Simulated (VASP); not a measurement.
# InP (F-43m) in VASP: single point with PBEsol

Aim: the single point of InP with PBEsol.

Everything below comes from runs of VASP 6.6.1. Logs are shortened: lines on timing, memory, paths and dates and some standing lists are left out, and cuts for length are marked.

### 1 The cell of the first run

It takes space group F-43m (No. 216, cubic). Conventional cell: a = 5.879 Å, b = 5.879 Å, c = 5.879 Å, α = 90.00°, β = 90.00°, γ = 90.00°. In (site symmetry -43m) has 4 P at 2.55 Å within 3.4 Å. Within 3.4 Å of P (site symmetry -43m) lie 4 In at 2.55 Å.

### 2 Single point, PBEsol

Contents of INCAR:

```
SYSTEM = InP
PREC = Accurate
ENCUT = 500
EDIFF = 1E-6
ISMEAR = 0
SIGMA = 0.02
LREAL = .False.
LASPH = .True.
NELM = 120
ALGO = Normal
ISIF = 2
LWAVE = .False.
LCHARG = .True.
GGA = PS
LELF = .True.
LVHAR = .True.
NBANDS = 16
GGA_COMPAT = .False.
```

Contents of KPOINTS:

```
regular mesh
0
Gamma
  16 16 16
  0 0 0
```

Contents of POSCAR:

```
InP
1.0
    0.0000000000      2.9394395695      2.9394395695
    2.9394395695      0.0000000000      2.9394395695
    2.9394395695      2.9394395695      0.0000000000
In P
1 1
Direct
    0.0000000000      0.0000000000      0.0000000000
    0.2500000000      0.2500000000      0.2500000000
```

Potentials or basis: VASP PAW PBE potentials, release 64 (In_d, P).

Started as:

```console
cat potpaw_PBE.64/In_d/POTCAR potpaw_PBE.64/P/POTCAR > POTCAR
mpirun -np 1 vasp_std > vasp.out
```

OUTCAR:

```text
SYSTEM = InP
   PREC = Accurate
   ENCUT = 500
   EDIFF = 1E-6
   ISMEAR = 0
   LREAL = .False.
   LASPH = .True.
   NELM = 120
   ISIF = 2
   GGA = PS

 ion  position               nearest neighbor table
   1  0.000  0.000  0.000-   2 2.55   2 2.55   2 2.55   2 2.55
   2  0.250  0.250  0.250-   1 2.55   1 2.55   1 2.55   1 2.55

  LATTYP: Found a face centered cubic cell.
 ALAT       =     5.8788791390

  Lattice vectors:

 A1 = (   0.0000000000,   2.9394395695,   2.9394395695)
 A2 = (   2.9394395695,   0.0000000000,   2.9394395695)
 A3 = (   2.9394395695,   2.9394395695,   0.0000000000)

Analysis of symmetry for initial positions (statically):
=====================================================================
 Subroutine PRICEL returns:
 Original cell was already a primitive cell.

 Routine SETGRP: Setting up the symmetry group for a
 face centered cubic supercell.

 Subroutine GETGRP returns: Found 24 space group operations
 (whereof 24 operations were pure point group operations)
 out of a pool of 48 trial point group operations.

The static configuration has the point symmetry T_d .

Analysis of symmetry for dynamics (positions and initial velocities):
=====================================================================
 Subroutine PRICEL returns:
 Original cell was already a primitive cell.

 Routine SETGRP: Setting up the symmetry group for a
 face centered cubic supercell.

 Subroutine GETGRP returns: Found 24 space group operations
 (whereof 24 operations were pure point group operations)
 out of a pool of 48 trial point group operations.

The dynamic configuration has the point symmetry T_d .

 Subroutine INISYM returns: Found 24 space group operations
 (whereof 24 operations are pure point group operations),
 and found     1 'primitive' translations

----------------------------------------------------------------------------------------

                                     Primitive cell

  volume of cell :      50.7953

  direct lattice vectors                    reciprocal lattice vectors
     0.000000000  2.939439570  2.939439570    -0.170100452  0.170100452  0.170100452
     2.939439570  0.000000000  2.939439570     0.170100452 -0.170100452  0.170100452
     2.939439570  2.939439570  0.000000000     0.170100452  0.170100452 -0.170100452

  length of vectors
     4.156995305  4.156995305  4.156995305     0.294622626  0.294622626  0.294622626

  position of ions in fractional coordinates (direct lattice)
     0.000000000  0.000000000  0.000000000
     0.250000000  0.250000000  0.250000000

  ion indices of the primitive-cell ions
   primitive index   ion index
                 1           1
                 2           2

----------------------------------------------------------------------------------------

 KPOINTS: regular mesh

Automatic generation of k-mesh.
 Grid dimensions read from file:
 generate k-points for:   16   16   16

 Generating k-lattice:

  Cartesian coordinates                     Fractional coordinates (reciprocal lattice)
    -0.010631278  0.010631278  0.010631278     0.062500000  0.000000000  0.000000000
     0.010631278 -0.010631278  0.010631278     0.000000000  0.062500000  0.000000000
     0.010631278  0.010631278 -0.010631278     0.000000000  0.000000000  0.062500000

  Length of vectors
     0.018413914  0.018413914  0.018413914

  Shift w.r.t. Gamma in fractional coordinates (k-lattice)
     0.000000000  0.000000000  0.000000000

 Subroutine IBZKPT returns following result:
 ===========================================

 Found    145 irreducible k-points:

 Following reciprocal coordinates:
            Coordinates               Weight
  0.000000  0.000000  0.000000      1.000000
  0.062500  0.000000  0.000000      8.000000
  0.125000  0.000000  0.000000      8.000000
  0.187500  0.000000  0.000000      8.000000
  0.250000  0.000000  0.000000      8.000000
  0.312500  0.000000  0.000000      8.000000
[... 16 lines left out ...]
 -0.125000  0.062500  0.000000     24.000000
 -0.062500  0.062500  0.000000     12.000000
 [... further k-points ...]
   k-points           NKPTS =    145   k-points in BZ     NKDIM =    145   number of bands    NBANDS=     16
   number of dos      NEDOS =    301   number of ions     NIONS =      2
   total plane-waves  NPLWV =  27000
   dimension x,y,z NGX =    30 NGY =   30 NGZ =   30
   dimension x,y,z NGXF=    60 NGYF=   60 NGZF=   60
   ions per type =               1   1
   NGX,Y,Z   is equivalent  to a cutoff of  12.00, 12.00, 12.00 a.u.
   NGXF,Y,Z  is equivalent  to a cutoff of  24.00, 24.00, 24.00 a.u.
 SYSTEM =  InP
   PREC   = accura    normal or accurate (medium, high low for compatibility)
   ISTART =      0    job   : 0-new  1-cont  2-samecut
   ICHARG =      2    charge: 1-file 2-atom 10-const
   ISPIN  =      1    spin polarized calculation?
   LNONCOLLINEAR =      F non collinear calculations
   LSORBIT =      F    spin-orbit coupling
   LASPH  =      T    aspherical Exc in radial PAW
   ENCUT  =  500.0 eV  36.75 Ry    6.06 a.u.   7.58  7.58  7.58*2*pi/ulx,y,z
   NELM   =    120;   NELMIN=  2; NELMDL= -5     # of ELM steps
   EDIFF  = 0.1E-05   stopping-criterion for ELM
   LREAL  =      F    real-space projection
   EDIFFG = 0.1E-04   stopping-criterion for IOM
   NSW    =      0    number of steps for IOM
   IBRION =     -1    ionic relax: 0-MD 1-quasi-New 2-CG
   NFREE  =      0    steps in history (QN), initial steepest desc. (CG)
   ISIF   =      2    stress and relaxation
   ISYM   =      2    0-nonsym 1-usesym 2-fastsym
   POTIM  = 0.5000    time-step for ionic-motion
   TEBEG  =    0.0;   TEEND  =   0.0 temperature during run
   PSTRESS=    0.0 pullay stress
   NELECT =      18.0000    total number of electrons
   NUPDOWN=      -1.0000    fix difference up-down
   EMIN   =  10.00;   EMAX   =-10.00  energy-range for DOS
   EFERMI =   0.00;   METHOD = LEGACY
   ISMEAR =     0;   SIGMA  =   0.02  broadening in eV -4-tet -1-fermi 0-gaus
   EFERMI_NEDOS =   21; number of points for ismear=-14 and -15
   IALGO  =     38    algorithm
   IMIX   =      4    mixing-type and parameters
     AMIX     =   0.40;   BMIX     =  1.00
     AMIX_MAG =   1.60;   BMIX_MAG =  1.00
  volume/ion in A,a.u.               =      25.40       171.39
  Fermi-wavevector in a.u.,A,eV,Ry     =   1.158487  2.189223 18.260269  1.342092
  Thomas-Fermi vector in A             =   2.295089
   LORBIT       =      0    0 simple, 1 ext, 2 COOP (PROOUT), +10 PAW based schemes
   GGA     = PS    functional components
   LHFCALC =     F    Hartree Fock is set to
   AEXX    =    0.0000 exact exchange contribution
   IVDW    =     0    specifies the selected vdW correction
   LEPSILON=     F    determine dielectric tensor
   LRPA    =     F    only Hartree local field effects (RPA)
 non-spin polarized calculation
 Gauss-broadening in eV      SIGMA  =   0.02
  energy-cutoff  :      500.00
  volume of cell :       50.80
 maximum number of plane-waves:      1313
   NGX = 15   NGY = 15   NGZ = 15

 number of electron      18.0000005 magnetization

 Free energy of the ion-electron system (eV)
  ---------------------------------------------------
  ext. energy  EPLUGINS =         0.00000000
  ---------------------------------------------------
  free energy    TOTEN  =        -9.15724760 eV

  energy without entropy =       -9.15724760  energy(sigma->0) =       -9.15724760

 E-fermi :   5.1463     XC(G=0):  -9.4395

 val. band max:        4.9904391622   @ k =   0.0000   0.0000   0.0000
 cond. band min:       5.5568874139   @ k =   0.0000   0.0000   0.0000
 fundamental gap:      0.5664482518
 Fermi energy:         5.1462521735

 k-point     1 :       0.0000    0.0000    0.0000
  band No.  band energies     occupation
      1      -9.1383      2.00000
      2      -9.1383      2.00000
      3      -9.1383      2.00000
      4      -8.9881      2.00000
      5      -8.9881      2.00000
      6      -6.4947      2.00000
[... 8 lines left out ...]
     15      14.4064      0.00000
     16      14.4064      0.00000

 k-point     2 :       0.0625    0.0000    0.0000
  band No.  band energies     occupation
      1      -9.1433      2.00000
      2      -9.1364      2.00000
      3      -9.1364      2.00000
      4      -8.9882      2.00000
      5      -8.9882      2.00000
      6      -6.4498      2.00000
[... 8 lines left out ...]
     15      14.1460      0.00000
     16      14.1460      0.00000

 k-point     3 :       0.1250    0.0000    0.0000
  band No.  band energies     occupation
      1      -9.1571      2.00000
      2      -9.1310      2.00000
      3      -9.1310      2.00000
      4      -8.9881      2.00000
      5      -8.9881      2.00000
      6      -6.3171      2.00000
[... 8 lines left out ...]
     15      13.7369      0.00000
     16      14.1003      0.00000

 k-point     4 :       0.1875    0.0000    0.0000
  band No.  band energies     occupation
      1      -9.1771      2.00000
      2      -9.1234      2.00000
      3      -9.1234      2.00000
      4      -8.9874      2.00000
      5      -8.9874      2.00000
      6      -6.1033      2.00000
[... 8 lines left out ...]
     15      13.4830      0.00000
     16      14.2004      0.00000
[... 324 lines left out ...]
 k-point    22 :      -0.1875    0.0625    0.0000
  band No.  band energies     occupation
      1      -9.1886      2.00000
      2      -9.1208      2.00000
      3      -9.1163      2.00000
      4      -8.9905      2.00000
      5      -8.9838      2.00000
      6      -5.9788      2.00000
[... 8 lines left out ...]
     15      13.7100      0.00000
     16      14.5447      0.00000

 k-point    23 :      -0.1250    0.0625    0.0000
  band No.  band energies     occupation
      1      -9.1681      2.00000
      2      -9.1286      2.00000
      3      -9.1241      2.00000
      4      -8.9905      2.00000
      5      -8.9856      2.00000
      6      -6.2159      2.00000
[... 8 lines left out ...]
     15      13.7863      0.00000
     16      14.4954      0.00000

 k-point    24 :      -0.0625    0.0625    0.0000
  band No.  band energies     occupation
      1      -9.1521      2.00000
      2      -9.1342      2.00000
      3      -9.1313      2.00000
      4      -8.9896      2.00000
      5      -8.9869      2.00000
      6      -6.3756      2.00000
[... 8 lines left out ...]
     15      13.9048      0.00000
     16      14.0853      0.00000

 [... further k-points ...]

------------------------ aborting loop because EDIFF is reached ----------------------------------------

  FORCE on cell =-STRESS in cart. coord.  units (eV):
  Direction    XX          YY          ZZ          XY          YZ          ZX
  --------------------------------------------------------------------------------------
  -------------------------------------------------------------------------------------
  Total       -0.0081914     -0.0081914     -0.0081914     -0.0000000     -0.0000000      0.0000000
  in kB       -0.2583704     -0.2583704     -0.2583704     -0.0000000     -0.0000000      0.0000000
  external PRESSURE =      -0.2583704 kB  Pullay stress =       0.0000000 kB

 VOLUME and BASIS-vectors are now :
 -----------------------------------------------------------------------------
  energy-cutoff  :      500.00
  volume of cell :       50.80
      direct lattice vectors                 reciprocal lattice vectors
     0.000000000  2.939439570  2.939439570    -0.170100452  0.170100452  0.170100452
     2.939439570  0.000000000  2.939439570     0.170100452 -0.170100452  0.170100452
     2.939439570  2.939439570  0.000000000     0.170100452  0.170100452 -0.170100452

 POSITION                                       TOTAL-FORCE (eV/Angst)
 -----------------------------------------------------------------------------------
      0.00000      0.00000      0.00000         0.000000      0.000000      0.000000
      1.46972      1.46972      1.46972        -0.000000     -0.000000     -0.000000
 -----------------------------------------------------------------------------------
    total drift:                                0.000000      0.000000     -0.000000

  FREE ENERGIE OF THE ION-ELECTRON SYSTEM (eV)
  ---------------------------------------------------
  free  energy   TOTEN  =        -9.1572476040 eV

  energy  without entropy=       -9.1572476040  energy(sigma->0) =       -9.15724760
```

Wall time 2.5 min (1 thread of Intel Xeon 8259CL, shared host); peak memory 0.25 GiB.

Results:

```yaml
Free_energy: -9.1572 eV
Pressure: 0.0 GPa
Band_gap_on_the_k_mesh: 0.57 eV
```

Levels at points of the mesh, in eV from the valence-band top:
| k point | band 7 | band 8 | band 9 | band 10 | band 11 | band 12 |
| --- | --- | --- | --- | --- | --- | --- |
| (0.00, 0.00, 0.00) | 0.00 | 0.00 | 0.00 | 0.57 | 4.02 | 4.02 |
| (0.50, 0.00, 0.00) | -5.75 | -0.97 | -0.97 | 1.38 | 4.74 | 4.74 |
| (0.50, 0.50, 0.00) | -5.78 | -2.32 | -2.32 | 1.65 | 2.17 | 9.04 |

Caveat: the PAW data sets were made with another functional, which shifts forces and pressure a little; spin-orbit coupling is left out, which moves the levels of the heavy elements.
